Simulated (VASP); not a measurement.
Wanted: the native input for a VASP 6.6.1 run.

```yaml
Task: relaxation of cell and atoms
Functional: PBE
Potentials_or_basis: VASP PAW PBE potentials, release 64 (Sn_d, Ge_d, Cl)
Cutoff: 600 eV
k_mesh: 8 × 8 × 8
Occupations: gaussian, width 0.1 eV
Spin: no spin polarisation
Dipole_correction: no
Further_INCAR_settings: ALGO = Normal; EDIFF = 1e-06; IBRION = 2; EDIFFG = -0.01; NSW = 100; ISIF = 3
```

The structure of Sn3GeCl lies in POSCAR:

```
Sn3GeCl
1.0
    5.4024020724      0.0000000000      0.0000000000
    0.0000000000      5.4024020724      0.0000000000
    0.0000000000      0.0000000000      5.4024020724
Sn Ge Cl
3 1 1
Direct
    0.0000000000      0.5000000000      0.5000000000
    0.5000000000      0.0000000000      0.5000000000
    0.5000000000      0.5000000000      0.0000000000
    0.0000000000      0.0000000000      0.0000000000
    0.5000000000      0.5000000000      0.5000000000
```

One way to write it, as run:

INCAR

```
SYSTEM = Sn3GeCl
PREC = Accurate
ENCUT = 600
EDIFF = 1E-6
ISMEAR = 0
SIGMA = 0.1
LREAL = .FALSE.
LASPH = .TRUE.
NELM = 100
ALGO = Normal
ISIF = 3
LWAVE = .FALSE.
LCHARG = .FALSE.
GGA = PE
IBRION = 2
NSW = 100
EDIFFG = -0.01
```

KPOINTS

```
Automatic mesh
0
G
  8 8 8
  0 0 0
```

Potentials or basis: VASP PAW PBE potentials, release 64 (Sn_d, Ge_d, Cl).

Command:

```bash
$ cat potpaw_PBE.64/Sn_d/POTCAR potpaw_PBE.64/Ge_d/POTCAR potpaw_PBE.64/Cl/POTCAR > POTCAR
$ mpirun -np 1 vasp_std > vasp.out
```

It gave:

The relaxed volume is 31.48 Å³/atom, the relaxed cell is a = 5.399 Å, b = 5.399 Å, c = 5.399 Å, α = 90.00°, β = 90.00°, γ = 90.00° and the space group after relaxing (to 0.05 Å) is Pm-3m (No. 221). The energy gained by relaxing is 0.0 meV/atom, the ionic steps are 2 and the pressure after relaxing is 0.0 GPa.

Caveat: an odd number of electrons without spin polarisation forces a metal; a magnetic or distorted state may lie lower.

Run time: 6.7 min on 1 thread of Intel(R) Xeon(R) Platinum 8488C (Sapphire Rapids) (shared host), peak memory 0.47 GiB.
